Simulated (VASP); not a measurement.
# TePb (Fm-3m) in VASP: settings compared, part 2 of 2

VASP 6.6.1. Earlier steps stand in the parts before.

## 5. Single point, revPBE+D4

This run uses another cell than the first one, of 31.71 Å³/atom, 0.940 times its volume.

Input file INCAR:

```
SYSTEM = TePb
PREC = Accurate
ENCUT = 520
EDIFF = 1E-6
ISMEAR = -1
SIGMA = 0.05
LREAL = .False.
LASPH = .True.
NELM = 60
ALGO = Normal
ISIF = 2
LWAVE = .False.
LCHARG = .False.
GGA = RE
IVDW = 13
NBANDS = 17
```

Input file KPOINTS:

```
Automatic mesh
0
Gamma
  7 7 7
  0 0 0
```

Input file POSCAR:

```
TePb
1.0
    0.0000000000      3.1650427173      3.1650427173
    3.1650427173      0.0000000000      3.1650427173
    3.1650427173      3.1650427173      0.0000000000
Pb Te
1 1
Direct
    0.0000000000      0.0000000000      0.0000000000
    0.5000000000      0.5000000000      0.5000000000
```

Potentials or basis: VASP PAW PBE potentials, release 64 (Pb_d, Te).

Launch:

```sh
$ cat potpaw_PBE.64/Pb_d/POTCAR potpaw_PBE.64/Te/POTCAR > POTCAR
$ mpirun -np 1 vasp_std > vasp.out
```

OUTCAR:

```text
SYSTEM = TePb
   PREC = Accurate
   ENCUT = 520
   EDIFF = 1E-6
   ISMEAR = -1
   LREAL = .False.
   LASPH = .True.
   NELM = 60
   ISIF = 2
   GGA = RE
   IVDW = 13

 ion  position               nearest neighbor table
   1  0.000  0.000  0.000-   2 3.17   2 3.17   2 3.17   2 3.17   2 3.17   2 3.17
   2  0.500  0.500  0.500-   1 3.17   1 3.17   1 3.17   1 3.17   1 3.17   1 3.17

  LATTYP: Found a face centered cubic cell.
 ALAT       =     6.3300854346

  Lattice vectors:

 A1 = (   0.0000000000,   3.1650427173,   3.1650427173)
 A2 = (   3.1650427173,   0.0000000000,   3.1650427173)
 A3 = (   3.1650427173,   3.1650427173,   0.0000000000)

Analysis of symmetry for initial positions (statically):
=====================================================================
 Subroutine PRICEL returns:
 Original cell was already a primitive cell.

 Routine SETGRP: Setting up the symmetry group for a
 face centered cubic supercell.

 Subroutine GETGRP returns: Found 48 space group operations
[... 9 lines left out ...]

 Routine SETGRP: Setting up the symmetry group for a
 face centered cubic supercell.

 Subroutine GETGRP returns: Found 48 space group operations
[... 11 lines left out ...]
                                     Primitive cell

[... 132 lines left out ...]

 E-fermi :   6.9138     XC(G=0):  -9.4979

 val. band max:        6.4393992171   @ k =   0.4286   0.0000   0.0000
 cond. band min:       7.3838275846   @ k =   0.4286   0.0000   0.0000
 fundamental gap:      0.9444283675
 Fermi energy:         6.9138078899

 k-point     1 :       0.0000    0.0000    0.0000
  band No.  band energies     occupation
      1     -10.3466      2.00000
      2     -10.3466      2.00000
      3     -10.3347      2.00000
      4     -10.3347      2.00000
      5     -10.3347      2.00000
      6      -6.0092      2.00000
[... 377 lines left out ...]
      4     -10.3203      2.00000
      5     -10.3036      2.00000
      6      -3.9556      2.00000
[... 9 lines left out ...]
     16      16.8632      0.00000
     17      17.4756      0.00000

------------------------ aborting loop because EDIFF is reached ----------------------------------------

  DFT-D4 for vdW energy calculation

  Edisp (eV):   -1.38854

  FORCE on cell =-STRESS in cart. coord.  units (eV):
  Direction    XX          YY          ZZ          XY          YZ          ZX
  --------------------------------------------------------------------------------------
  -------------------------------------------------------------------------------------
  Total       1.24550     1.24550     1.24550     0.00000     0.00000     0.00000
  in kB      31.46907    31.46907    31.46907     0.00000     0.00000     0.00000
  external pressure =       31.47 kB  Pullay stress =        0.00 kB

 VOLUME and BASIS-vectors are now :
 -----------------------------------------------------------------------------
  energy-cutoff  :      520.00
  volume of cell :       63.41
      direct lattice vectors                 reciprocal lattice vectors
     0.000000000  3.165042717  3.165042717    -0.157975751  0.157975751  0.157975751
     3.165042717  0.000000000  3.165042717     0.157975751 -0.157975751  0.157975751
     3.165042717  3.165042717  0.000000000     0.157975751  0.157975751 -0.157975751

 POSITION                                       TOTAL-FORCE (eV/Angst)
 -----------------------------------------------------------------------------------
      0.00000      0.00000      0.00000         0.000000      0.000000     -0.000000
      3.16504      3.16504      3.16504         0.000000      0.000000      0.000000
 -----------------------------------------------------------------------------------
    total drift:                               -0.000000      0.000000      0.000000

  FREE ENERGIE OF THE ION-ELECTRON SYSTEM (eV)
  ---------------------------------------------------
  free  energy   TOTEN  =        -8.1449405488 eV

  energy  without entropy=       -8.1449364398  energy(sigma->0) =       -8.14493849
```

stdout:

```text
POSCAR found type information on POSCAR PbTe
 POSCAR found :  2 types and       2 ions
 scaLAPACK will be used
 -----------------------------------------------------------------------------
|                                                                             |
|                                                                             |
|     You enforced a specific xc type in the INCAR file but a different       |
|     I HOPE YOU KNOW WHAT YOU ARE DOING!                                     |
|                                                                             |
 -----------------------------------------------------------------------------

 LDA part: xc-table for (Slater+PW92), standard interpolation
 POSCAR, INCAR and KPOINTS ok, starting setup
 FFT: planning ... GRIDC
 FFT: planning ... GRID_SOFT
 FFT: planning ... GRID
 WAVECAR not read
 entering main loop
```

Run time: 38 s. Hardware: 1 thread of Intel Xeon 6975P-C, shared host; peak memory 0.21 GiB.

What came out:

| Item | Value |
| --- | --- |
| Free energy | -8.1449 eV |
| Pressure | 3.1 GPa |
| Dispersion energy per atom | -0.694 eV |

Levels at points of the mesh, in eV from the Fermi level:
| k point | band 6 | band 7 | band 8 | band 9 | band 10 | band 11 | band 12 | band 13 | band 14 | band 15 |
| --- | --- | --- | --- | --- | --- | --- | --- | --- | --- | --- |
| (0.00, 0.00, 0.00) | -12.92 | -5.78 | -1.98 | -1.98 | -1.98 | 3.79 | 3.79 | 3.79 | 5.28 | 5.28 |

Caveat: this odd mesh misses L, where the gap lies, so gap, dielectric constants and Born charges aren't listed; the PAW data sets were made with another functional, which shifts forces and pressure a little; spin-orbit coupling is left out, which moves the levels of the heavy elements.

## 6. Single point, revPBE+D4

This run uses another cell than the first one, of 32.38 Å³/atom, 0.960 times its volume.

Input file INCAR:

```
SYSTEM = TePb
ALGO     = Normal         ! electronic algorithm
EDIFF    = 1E-7           ! SCF threshold, eV
ENCUT    = 520            ! plane-wave cutoff, eV
GGA      = RE             ! functional
ISIF     = 2              ! what is computed and relaxed
ISMEAR   = -1             ! smearing method
IVDW     = 13             ! dispersion correction
LASPH    = .TRUE.         ! aspherical terms in the spheres
LCHARG   = .TRUE.         ! write CHGCAR
LELF     = .TRUE.         ! ELF
LREAL    = .FALSE.        ! projectors in reciprocal space
LVHAR    = .TRUE.       
LWAVE    = .FALSE.        ! write WAVECAR
NBANDS   = 17             ! bands
NELM     = 60             ! most SCF steps
PREC     = Accurate       ! precision mode
SIGMA    = 0.05           ! smearing width, eV
```

Input file KPOINTS:

```
k-points
0
G
  7 7 7
  0 0 0
```

Input file POSCAR:

```
TePb
1.0
    0.0000000000      3.1873324849      3.1873324849
    3.1873324849      0.0000000000      3.1873324849
    3.1873324849      3.1873324849      0.0000000000
Pb Te
1 1
Direct
    0.0000000000      0.0000000000      0.0000000000
    0.5000000000      0.5000000000      0.5000000000
```

Potentials or basis: VASP PAW PBE potentials, release 64 (Pb_d, Te).

Launch:

```sh
$ cat potpaw_PBE.64/Pb_d/POTCAR potpaw_PBE.64/Te/POTCAR > POTCAR
$ mpirun -np 1 vasp_std > vasp.out
```

OUTCAR:

```text
SYSTEM = TePb
   EDIFF = 1E-7
   ENCUT = 520
   GGA = RE
   ISIF = 2
   ISMEAR = -1
   IVDW = 13
   LASPH = .TRUE.
   LREAL = .FALSE.
   NELM = 60
   PREC = Accurate

 ion  position               nearest neighbor table
   1  0.000  0.000  0.000-   2 3.19   2 3.19   2 3.19   2 3.19   2 3.19   2 3.19
   2  0.500  0.500  0.500-   1 3.19   1 3.19   1 3.19   1 3.19   1 3.19   1 3.19

  LATTYP: Found a face centered cubic cell.
 ALAT       =     6.3746649698

  Lattice vectors:

 A1 = (   0.0000000000,   3.1873324849,   3.1873324849)
[... 580 lines left out ...]

  DFT-D4 for vdW energy calculation

  Edisp (eV):   -1.36009

  FORCE on cell =-STRESS in cart. coord.  units (eV):
  Direction    XX          YY          ZZ          XY          YZ          ZX
  --------------------------------------------------------------------------------------
  -------------------------------------------------------------------------------------
  Total       0.82542     0.82542     0.82542     0.00000    -0.00000     0.00000
  in kB      20.42077    20.42077    20.42077     0.00000    -0.00000     0.00000
  external pressure =       20.42 kB  Pullay stress =        0.00 kB

 VOLUME and BASIS-vectors are now :
 -----------------------------------------------------------------------------
  energy-cutoff  :      520.00
  volume of cell :       64.76
      direct lattice vectors                 reciprocal lattice vectors
     0.000000000  3.187332485  3.187332485    -0.156870989  0.156870989  0.156870989
     3.187332485  0.000000000  3.187332485     0.156870989 -0.156870989  0.156870989
     3.187332485  3.187332485  0.000000000     0.156870989  0.156870989 -0.156870989

 POSITION                                       TOTAL-FORCE (eV/Angst)
 -----------------------------------------------------------------------------------
      0.00000      0.00000      0.00000        -0.000000     -0.000000     -0.000000
      3.18733      3.18733      3.18733         0.000000      0.000000      0.000000
 -----------------------------------------------------------------------------------
    total drift:                               -0.000000      0.000000      0.000000

  FREE ENERGIE OF THE ION-ELECTRON SYSTEM (eV)
  ---------------------------------------------------
  free  energy   TOTEN  =        -8.1671698962 eV

  energy  without entropy=       -8.1671669042  energy(sigma->0) =       -8.16716840
```

stdout:

```text
POSCAR found type information on POSCAR PbTe
 POSCAR found :  2 types and       2 ions
 scaLAPACK will be used
 -----------------------------------------------------------------------------
|                                                                             |
|                                                                             |
|     You enforced a specific xc type in the INCAR file but a different       |
|     I HOPE YOU KNOW WHAT YOU ARE DOING!                                     |
|                                                                             |
 -----------------------------------------------------------------------------

 LDA part: xc-table for (Slater+PW92), standard interpolation
 POSCAR, INCAR and KPOINTS ok, starting setup
 FFT: planning ... GRIDC
 FFT: planning ... GRID_SOFT
 FFT: planning ... GRID
 WAVECAR not read
 entering main loop
```

Run time: 53 s. Hardware: 1 thread of Intel Xeon 6975P-C, shared host; peak memory 0.21 GiB.

What came out:

```
Free energy                : -8.1672 eV
Pressure                   : 2.0 GPa
Dispersion energy per atom : -0.680 eV
```

Levels at points of the mesh, in eV from the Fermi level:
```tsv
k point	band 6	band 7	band 8	band 9	band 10	band 11	band 12	band 13	band 14	band 15
(0.00, 0.00, 0.00)	-12.75	-5.86	-1.91	-1.91	-1.91	3.75	3.75	3.75	5.31	5.31
```

Caveat: this odd mesh misses L, where the gap lies, so gap, dielectric constants and Born charges aren't listed; the PAW data sets were made with another functional, which shifts forces and pressure a little; spin-orbit coupling is left out, which moves the levels of the heavy elements.

## 7. The runs side by side

```tsv
task	level	cell	cutoff (eV)	pressure (GPa)
relaxation of cell and atoms	BLYP+D3(BJ)	relaxed from a = 4.569 Å, angles 60.0°, 2 atoms	600	0.0
single point	RPBE+D3(BJ)	a = 4.476 Å, angles 60.0°, 2 atoms	520	-8.8
single point	RPBE+D3(BJ)	a = 4.508 Å, angles 60.0°, 2 atoms	520	-9.5
single point	revPBE+D4	a = 4.476 Å, angles 60.0°, 2 atoms	520	3.1
single point	revPBE+D4	a = 4.508 Å, angles 60.0°, 2 atoms	520	2.0
```

Alike in all rows: potentials or basis VASP PAW PBE potentials, release 64 (Pb_d, Te); no spin polarisation; k mesh 7 × 7 × 7; smearing fermi-dirac 0.05 eV.

Caveats: the PAW data sets were made with another functional, which shifts forces and pressure a little; spin-orbit coupling is left out, which moves the levels of the heavy elements.

Total energies depend on the potentials used, so only differences within one code and one set of settings carry meaning.
